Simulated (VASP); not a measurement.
# TaSi2 (P1) in VASP: notebook, part 2 of 3

VASP 6.6.1. Earlier steps stand in the parts before.

### Step 3. Single point, PBE (atom 1 (Ta) moved by -0.648 Å along [1 0 0] and -0.432 Å along [0 0 1])

Contents of INCAR:

```
SYSTEM = TaSi2
  PREC = Accurate
  ENCUT = 520
  EDIFF = 1E-6
  ISMEAR = 0
  SIGMA = 0.15
  LREAL = .FALSE.
  LASPH = .TRUE.
  NELM = 60
  ALGO = Normal
  ISIF = 2
  LWAVE = .FALSE.
  LCHARG = .FALSE.
  GGA = PE
  NBANDS = 38
```

Contents of KPOINTS:

```
regular mesh
0
G
  9 9 6
  0 0 0
```

Contents of POSCAR:

```
TaSi2
1.0
    4.8060235202      0.0000000000      0.0000000000
   -2.4030117601      4.1621384597      0.0000000000
    0.0000000000      0.0000000000      6.5995345254
Ta Si
3 6
Direct
    0.3651691992      0.0000000000     -0.0654591621
    0.5000000000      0.5000000000      0.6666666667
    0.0000000000      0.5000000000      0.3333333333
    0.1589152396      0.3178304793      0.0000000000
    0.8410847604      0.1589152396      0.6666666667
    0.6821695207      0.8410847604      0.3333333333
    0.8410847604      0.6821695207      0.0000000000
    0.1589152396      0.8410847604      0.6666666667
    0.3178304793      0.1589152396      0.3333333333
```

Potentials or basis: VASP PAW PBE potentials, release 64 (Ta_pv, Si).

Started as:

```
$ cat potpaw_PBE.64/Ta_pv/POTCAR potpaw_PBE.64/Si/POTCAR > POTCAR
$ mpirun -np 1 vasp_std > vasp.out
```

OUTCAR:

```text
SYSTEM = TaSi2
   PREC = Accurate
   ENCUT = 520
   EDIFF = 1E-6
   ISMEAR = 0
   LREAL = .FALSE.
   LASPH = .TRUE.
   NELM = 60
   ISIF = 2
   GGA = PE

 ion  position               nearest neighbor table
   1  0.365  0.000  0.935-   8 1.98   7 2.24   4 2.24   5 2.68   9 2.78   2 2.79   4 2.94   7 2.94
                             2 3.30   6 3.32   4 3.35   7 3.35   3 3.40
   2  0.500  0.500  0.667-   4 2.62   7 2.62   6 2.62   9 2.62   8 2.74   5 2.74   8 2.74   5 2.74
                             1 2.79   5 2.84   8 2.84   3 3.26   3 3.26   1 3.30
   3  0.000  0.500  0.333-   4 2.62   7 2.62   5 2.62   8 2.62   9 2.74   6 2.74   9 2.74   6 2.74
                             6 2.84   9 2.84   2 3.26   2 3.26   1 3.40
   4  0.159  0.318  0.000-   1 2.24   5 2.57   9 2.57   3 2.62   2 2.62   7 2.65   7 2.84   7 2.84
                             1 2.94   1 3.35
   5  0.841  0.159  0.667-   4 2.57   6 2.57   3 2.62   8 2.65   1 2.68   2 2.74   2 2.74   2 2.84
                             8 2.84   8 2.84
   6  0.682  0.841  0.333-   7 2.57   5 2.57   2 2.62   9 2.65   3 2.74   3 2.74   3 2.84   9 2.84
                             9 2.84   1 3.32
   7  0.841  0.682  0.000-   1 2.24   8 2.57   6 2.57   3 2.62   2 2.62   4 2.65   4 2.84   4 2.84
                             1 2.94   1 3.35
   8  0.159  0.841  0.667-   1 1.98   7 2.57   9 2.57   3 2.62   5 2.65   2 2.74   2 2.74   2 2.84
                             5 2.84   5 2.84
   9  0.318  0.159  0.333-   4 2.57   8 2.57   2 2.62   6 2.65   3 2.74   3 2.74   1 2.78   3 2.84
                             6 2.84   6 2.84

  LATTYP: Found a hexagonal cell.
 ALAT       =     4.8060235202
 C/A-ratio  =     1.3731798227

  Lattice vectors:

 A1 = (   4.8060235202,   0.0000000000,   0.0000000000)
 A2 = (  -2.4030117601,   4.1621384597,   0.0000000000)
 A3 = (   0.0000000000,   0.0000000000,   6.5995345254)

Analysis of symmetry for initial positions (statically):
=====================================================================
 Subroutine PRICEL returns:
 Original cell was already a primitive cell.

 Routine SETGRP: Setting up the symmetry group for a
 hexagonal supercell.

 Subroutine GETGRP returns: Found  1 space group operations
 (whereof  1 operations were pure point group operations)
 out of a pool of 24 trial point group operations.

The static configuration has the point symmetry C_1 .

Analysis of symmetry for dynamics (positions and initial velocities):
=====================================================================
 Subroutine PRICEL returns:
 Original cell was already a primitive cell.

 Routine SETGRP: Setting up the symmetry group for a
 hexagonal supercell.

 Subroutine GETGRP returns: Found  1 space group operations
 (whereof  1 operations were pure point group operations)
 out of a pool of 24 trial point group operations.

The dynamic configuration has the point symmetry C_1 .

 Subroutine INISYM returns: Found  1 space group operations
 (whereof  1 operations are pure point group operations),
 and found     1 'primitive' translations

----------------------------------------------------------------------------------------

                                     Primitive cell

  volume of cell :     132.0127
[... 65 lines left out ...]
  0.000000  0.222222  0.000000      2.000000
[... 16 lines left out ...]
  0.333333  0.111111  0.000000      2.000000
 -0.111111  0.444444  0.000000      2.000000
 [... further k-points ...]
   k-points           NKPTS =    244   k-points in BZ     NKDIM =    244   number of bands    NBANDS=     38
   number of dos      NEDOS =    301   number of ions     NIONS =      9
   total plane-waves  NPLWV =  64800
   dimension x,y,z NGX =    36 NGY =   36 NGZ =   50
   dimension x,y,z NGXF=    72 NGYF=   72 NGZF=  100
   ions per type =               3   6
   NGX,Y,Z   is equivalent  to a cutoff of  12.45, 12.45, 12.60 a.u.
   NGXF,Y,Z  is equivalent  to a cutoff of  24.91, 24.91, 25.19 a.u.
 SYSTEM =  TaSi2
   PREC   = accura    normal or accurate (medium, high low for compatibility)
   ISTART =      0    job   : 0-new  1-cont  2-samecut
   ICHARG =      2    charge: 1-file 2-atom 10-const
   ISPIN  =      1    spin polarized calculation?
   LNONCOLLINEAR =      F non collinear calculations
   LSORBIT =      F    spin-orbit coupling
   LASPH  =      T    aspherical Exc in radial PAW
   ENCUT  =  520.0 eV  38.22 Ry    6.18 a.u.   8.94  8.94 12.27*2*pi/ulx,y,z
   NELM   =     60;   NELMIN=  2; NELMDL= -5     # of ELM steps
   EDIFF  = 0.1E-05   stopping-criterion for ELM
   LREAL  =      F    real-space projection
   EDIFFG = 0.1E-04   stopping-criterion for IOM
   NSW    =      0    number of steps for IOM
   IBRION =     -1    ionic relax: 0-MD 1-quasi-New 2-CG
   NFREE  =      0    steps in history (QN), initial steepest desc. (CG)
   ISIF   =      2    stress and relaxation
   ISYM   =      2    0-nonsym 1-usesym 2-fastsym
   POTIM  = 0.5000    time-step for ionic-motion
   TEBEG  =    0.0;   TEEND  =   0.0 temperature during run
   PSTRESS=    0.0 pullay stress
   NELECT =      57.0000    total number of electrons
   NUPDOWN=      -1.0000    fix difference up-down
   EMIN   =  10.00;   EMAX   =-10.00  energy-range for DOS
   EFERMI =   0.00;   METHOD = LEGACY
   ISMEAR =     0;   SIGMA  =   0.15  broadening in eV -4-tet -1-fermi 0-gaus
   EFERMI_NEDOS =   21; number of points for ismear=-14 and -15
   IALGO  =     38    algorithm
   IMIX   =      4    mixing-type and parameters
     AMIX     =   0.40;   BMIX     =  1.00
     AMIX_MAG =   1.60;   BMIX_MAG =  1.00
  volume/ion in A,a.u.               =      14.67        98.99
  Fermi-wavevector in a.u.,A,eV,Ry     =   1.237356  2.338263 20.831186  1.531049
  Thomas-Fermi vector in A             =   2.371926
   LORBIT       =      0    0 simple, 1 ext, 2 COOP (PROOUT), +10 PAW based schemes
   GGA     = PE    functional components
   LHFCALC =     F    Hartree Fock is set to
   AEXX    =    0.0000 exact exchange contribution
   IVDW    =     0    specifies the selected vdW correction
   LEPSILON=     F    determine dielectric tensor
   LRPA    =     F    only Hartree local field effects (RPA)
 non-spin polarized calculation
 Gauss-broadening in eV      SIGMA  =   0.15
  energy-cutoff  :      520.00
  volume of cell :      132.01
 maximum number of plane-waves:      3577
   NGX = 17   NGY = 17   NGZ = 25

 number of electron      57.0000007 magnetization

 Free energy of the ion-electron system (eV)
  ---------------------------------------------------
  ext. energy  EPLUGINS =         0.00000000
  ---------------------------------------------------
  free energy    TOTEN  =       -65.70156551 eV

  energy without entropy =      -65.66743940  energy(sigma->0) =      -65.68450245

 E-fermi :   9.1300     XC(G=0): -11.9482

 val. band max:        9.1289990945   @ k =  -0.1111   0.2222   0.3333
 cond. band min:       9.1342138033   @ k =   0.4444   0.4444   0.5000
 fundamental gap:      0.0052147088
 Fermi energy:         9.1299756087

 k-point     1 :       0.0000    0.0000    0.0000
  band No.  band energies     occupation
      1     -25.3536      2.00000
      2     -25.2901      2.00000
      3     -25.2708      2.00000
      4     -25.1817      2.00000
      5     -25.1645      2.00000
      6     -25.1310      2.00000
[... 973 lines left out ...]
     37      12.6346      0.00000
     38      13.0076      0.00000

 [... further k-points ...]

------------------------ aborting loop because EDIFF is reached ----------------------------------------

  FORCE on cell =-STRESS in cart. coord.  units (eV):
  Direction    XX          YY          ZZ          XY          YZ          ZX
  --------------------------------------------------------------------------------------
  -------------------------------------------------------------------------------------
  Total       16.3285429      9.6808076     23.7831271      2.9531954      7.8344799      5.8122232
  in kB      198.1720003    117.4915011    288.6448536     35.8415713     95.0834720     70.5402749
  external PRESSURE =     201.4361183 kB  Pullay stress =       0.0000000 kB

 VOLUME and BASIS-vectors are now :
 -----------------------------------------------------------------------------
  energy-cutoff  :      520.00
  volume of cell :      132.01
      direct lattice vectors                 reciprocal lattice vectors
     4.806023520  0.000000000  0.000000000     0.208072223  0.120130554  0.000000000
    -2.403011760  4.162138460  0.000000000     0.000000000  0.240261108  0.000000000
     0.000000000  0.000000000  6.599534525     0.000000000  0.000000000  0.151525838

 POSITION                                       TOTAL-FORCE (eV/Angst)
 -----------------------------------------------------------------------------------
      1.75501      0.00000      6.16753        15.397037      3.971676     12.555563
      1.20151      2.08107      4.39969        -1.622855      0.034970     -1.030786
     -1.20151      2.08107      2.19984        -0.751878      0.593241     -0.301476
     -0.00000      1.32285      0.00000        -4.188337      2.615747      0.977891
      3.66040      0.66143      4.39969        -0.591798      0.063787     -0.065462
      1.25739      3.50071      2.19984        -0.713487      0.156252     -0.590967
      2.40301      2.83928      0.00000        -3.995008     -2.605040      0.600734
     -1.25739      3.50071      4.39969        -3.898294     -4.672966    -11.650282
      1.14563      0.66143      2.19984         0.364619     -0.157667     -0.495213
 -----------------------------------------------------------------------------------
    total drift:                                0.000303     -0.000119      0.000422

  FREE ENERGIE OF THE ION-ELECTRON SYSTEM (eV)
  ---------------------------------------------------
  free  energy   TOTEN  =       -65.7015655098 eV

  energy  without entropy=      -65.6674393988  energy(sigma->0) =      -65.68450245
```

Run time: 9.5 min. Hardware: 1 thread of Intel Xeon 6975P-C (Granite Rapids), shared host; peak memory 0.92 GiB.

Results:

```yaml
Free_energy: -65.7016 eV
Pressure: 20.1 GPa
Largest_force: 20.260 eV/Å
Band_gap_on_the_k_mesh: zero (an odd number of electrons rules out a gap without spin polarisation)
```

Forces in eV/Å, atoms in the order of the input:
```
Ta   15.397   3.972  12.556
Ta   -1.623   0.035  -1.031
Ta   -0.752   0.593  -0.301
Si   -4.188   2.616   0.978
Si   -0.592   0.064  -0.065
Si   -0.713   0.156  -0.591
Si   -3.995  -2.605   0.601
Si   -3.898  -4.673 -11.650
Si    0.365  -0.158  -0.495
```

Stress tensor (GPa, compression positive):
```
19.82  3.58  7.05
 3.58 11.75  9.51
 7.05  9.51 28.86
```

Levels at points of the mesh, in eV from the Fermi level:
```
           k point  band 25  band 26  band 27  band 28  band 29  band 30  band 31  band 32
(0.00, 0.00, 0.00)    -2.12    -2.02    -1.63    -1.49    -0.97     0.74     1.65     1.85
(0.00, 0.00, 0.50)    -2.02    -1.77    -1.61    -1.30     0.47     0.92     1.47     1.98
```

Caveat: the cell differs from its parent crystal (atom 1 (Ta) moved by -0.648 Å along [1 0 0] and -0.432 Å along [0 0 1]); the stress differs along the axes, from 12 to 29 GPa; spin-orbit coupling is left out, which moves the levels of the heavy elements; an odd number of electrons without spin polarisation forces a metal; a magnetic or distorted state may lie lower.

(Continued in part 3 of 3.)
